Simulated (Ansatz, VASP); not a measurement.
**SiC: VASP beside Ansatz**

```xyz
2
Lattice="2.1790 2.1790 0.0000 -2.1790 2.1790 0.0000 0.0000 2.1790 2.1790" Properties=species:S:1:pos:R:3 pbc="T T T"
Si    0.0000    0.0000    0.0000
C     1.0895    3.2685    1.0895
```

Alike in both runs: task relaxation of cell and atoms; functional LDA; k mesh 14 × 14 × 14; occupations fermi-dirac, width 0.08 eV; no spin polarisation.

|  | VASP | Ansatz |
| --- | --- | --- |
| version | VASP 6.6.1 | Ansatz 0.2.0 |
| potentials or method | VASP PAW LDA potentials, release 64 (Si, C) | PAW with Ansatz's default frozen-core files, scalar-relativistic |
| plane-wave cutoff (eV) | 600 | 420 |
| valence electrons in the cell | 8 | 8 |

Ansatz gave:

* relaxed volume (Å³/atom): 10.14
* relaxed cell length with the largest relative difference (Å): 3.061

Question: Estimate VASP's values.

Answer: Relaxed volume (Å³/atom): 10.15; relaxed cell length with the largest relative difference (Å): 3.062.

LDA's correlation is that of Perdew and Zunger in VASP and of Perdew and Wang (1992) in Ansatz.
